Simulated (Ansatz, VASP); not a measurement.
**Mo in VASP and in Ansatz**

```
CELL_PARAMETERS angstrom
-1.58167 1.58167 1.58167
1.58167 -1.58167 1.58167
1.58167 1.58167 -1.58167
ATOMIC_POSITIONS crystal
Mo 0.00000 0.00000 0.00000
```

Alike in both runs: task single point; functional PBE; k mesh 8 × 8 × 8; occupations gaussian, width 0.1 eV; collinear spin.

|  | VASP | Ansatz |
| --- | --- | --- |
| version | VASP 6.6.1 | Ansatz 0.2.0 |
| potentials or method | VASP PAW PBE potentials, release 64 (Mo_sv), cutoff 520 eV | scalar-relativistic, plane waves, PAW |
| valence electrons in the cell | 14 | 14 |

```csv
,VASP,Ansatz,Ansatz less VASP
gap on the k mesh at the Fermi level (eV),none,none,-
pressure (GPa),0.5,0.0,-0.50
net moment per atom (μB),0.00,0.00,0.000
```

A gap of «none» marks a metal or a gap that the smearing closes. Ansatz's warnings: seeded moment not kept.
